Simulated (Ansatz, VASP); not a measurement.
## One calculation of TaBiTe4, two programs

```
Ta Bi Te
1.0
     5.06789   -5.11888    0.00000
     5.06789    5.11888    0.00000
     0.00000    0.00000    4.11547
Ta Bi Te
1 1 4
Direct
  0.50000 0.50000 0.50000
  0.00000 0.00000 0.00000
  0.68521 0.31479 0.00000
  0.31479 0.68521 0.00000
  0.77430 0.77430 0.50000
  0.22570 0.22570 0.50000
```

Alike in both runs: functional PBE; k mesh 6 × 6 × 10; occupations gaussian, width 0.1 eV; no spin polarisation.

Ansatz relaxed the structure, and its values are those at the end. VASP's run is a single point on that final structure, the one shown.

|  | VASP | Ansatz |
| --- | --- | --- |
| version | VASP 6.6.1 | Ansatz 0.2.0 |
| potentials or method | VASP PAW PBE potentials, release 64 (Ta_pv, Bi_d, Te), cutoff 520 eV | scalar-relativistic, plane waves, PAW |
| valence electrons in the cell | 50 | 92 |

```csv
,VASP,Ansatz,Ansatz less VASP
gap on the k mesh at the Fermi level (eV),none,none,-
pressure (GPa),0.0,0.0,+0.01
rms of the force components (eV/Å),0.003,0.003,-0.0007
```

A gap of «none» marks a metal or a gap that the smearing closes. With one functional, cell and mesh, what is left measures potentials, basis and numerics. VASP's potentials hold 50 valence electrons a cell and Ansatz's 92, so a difference there can come from the potentials and not from the codes.

Spin-orbit coupling is off throughout.
